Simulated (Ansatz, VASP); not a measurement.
## One calculation of InAs, two programs

Contents of INCAR:

```
SYSTEM = InAs
PREC = Accurate
ENCUT = 520
EDIFF = 1E-7
ISMEAR = 0
SIGMA = 0.1
LREAL = .FALSE.
LASPH = .TRUE.
NELM = 100
ALGO = Normal
ISIF = 2
LWAVE = .FALSE.
LCHARG = .FALSE.
GGA = PS
NBANDS = 16
```

The input KPOINTS:

```
Automatic mesh
0
G
  10 10 10
  0 0 0
```

The input POSCAR:

```
InAs
1.0
    0.0000000000      3.0180000000      3.0180000000
    3.0180000000      0.0000000000      3.0180000000
    3.0180000000      3.0180000000      0.0000000000
In As
1 1
Direct
    0.0000000000      0.0000000000      0.0000000000
    0.2500000000      0.2500000000      0.2500000000
```

Input for Ansatz:

```yaml
crystal:
  lattice:
    - [0.0, 3.018, 3.018]
    - [3.018, 0.0, 3.018]
    - [3.018, 3.018, 0.0]
  atoms:
    - { symbol: In, position: [0.0, 0.0, 0.0] }
    - { symbol: As, position: [0.25, 0.25, 0.25] }
basis:
  ecutwfc: 420
kpoints:
  mp_grid: { grid: [10, 10, 10] }
scf:
  occupations: { method: gaussian, width: 0.1 }
  n_extra_bands: 4
hamiltonian:
  xc: pbesol
  pseudopotentials: { kind: paw, azcp: { folder: soft_1 } }
output:
  eigenvalues: true
  forces: true
  stress: true
```

Alike in both runs: task single point; functional PBEsol; k mesh 10 × 10 × 10; occupations gaussian, width 0.1 eV; no spin polarisation.

|  | VASP | Ansatz |
| --- | --- | --- |
| version | VASP 6.6.1 | Ansatz 0.2.0 |
| potentials or method | VASP PAW PBE potentials, release 64 (In_d, As), cutoff 520 eV | plane-wave PAW, scalar-relativistic |
| valence electrons in the cell | 18 | 28 |

Ansatz gave:

| Item | Value |
| --- | --- |
| pressure (GPa) | 1.5 |

Q: What did VASP give for the same quantities?

A: Pressure (GPa): 1.6.

VASP's potentials were made for PBE, not for PBEsol, and Ansatz warns of the same on its side. VASP's potentials hold 18 valence electrons a cell and Ansatz's 28, so a difference there can come from the potentials and not from the codes.
